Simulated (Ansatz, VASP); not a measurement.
One calculation of K3Pd, two programs

Contents of INCAR:

```
PREC = Accurate ; ENCUT = 520
EDIFF = 1E-7 ; ISMEAR = 0
SIGMA = 0.1 ; LREAL = False
LASPH = True ; NELM = 100
ALGO = Fast ; ISIF = 2
LWAVE = False ; LCHARG = False
GGA = PS ; NBANDS = 26
```

The input KPOINTS:

```
Automatic mesh
0
Gamma
  8 8 8
```

Contents of POSCAR:

```
K3Pd
1.0
    5.6090167916      0.0000000000      0.0000000000
    0.0000000000      5.2823160116      0.0000000000
    0.0000000000      0.0000000000      5.2823160116
K Pd
3 1
Direct
    0.4987368463      0.5000000000      0.0000000000
    0.4987368463      0.0000000000      0.5000000000
    0.0167440114      0.5000000000      0.5000000000
   -0.0142177040      0.0000000000      0.0000000000
```

Input for Ansatz:

```yaml
crystal:
  lattice:
    - [5.6090167916, 0.0, 0.0]
    - [0.0, 5.2823160116, 0.0]
    - [0.0, 0.0, 5.2823160116]
  atoms:
    - { symbol: K, position: [0.4987368463, 0.5, 0.0] }
    - { symbol: K, position: [0.4987368463, 0.0, 0.5] }
    - { symbol: K, position: [0.0167440114, 0.5, 0.5] }
    - { symbol: Pd, position: [-0.014217704, 0.0, 0.0] }
basis:
  ecutwfc: 420
kpoints:
  mp_grid: { grid: [8, 8, 8] }
hamiltonian:
  xc: pbesol
scf:
  occupations: { method: gaussian, width: 0.1 }
output:
  forces: true
  stress: true
  eigenvalues: true
  populations: true
```

Alike in both runs: task single point; functional PBEsol; k mesh 8 × 8 × 8; occupations gaussian, width 0.1 eV; no spin polarisation.

|  | VASP | Ansatz |
| --- | --- | --- |
| version | VASP 6.6.1 | Ansatz 0.2.0 |
| potentials or method | VASP PAW PBE potentials, release 64 (K_sv, Pd), cutoff 520 eV | scalar-relativistic, plane waves, PAW |
| valence electrons in the cell | 37 | 45 |

Ansatz gave:

```
gap on the k mesh at the Fermi level (eV)                     : none
pressure (GPa)                                                : -0.5
traceless stress, the component that is largest in VASP (GPa) : -0.45
rms of the force components (eV/Å)                            : 0.068
```

Q: What did VASP give for the same quantities?

A: gap on the k mesh at the Fermi level (eV): none; pressure (GPa): -0.5; traceless stress, the component that is largest in VASP (GPa): -0.46; rms of the force components (eV/Å): 0.068.

VASP's potentials were made for PBE, not for PBEsol. Atom by atom the forces differ by 0.000 eV/Å (rms over components). A gap of «none» marks a metal or a gap that the smearing closes. With one functional, cell and mesh, what is left measures potentials, basis and numerics. VASP's potentials hold 37 valence electrons a cell and Ansatz's 45, so a difference there can come from the potentials and not from the codes.
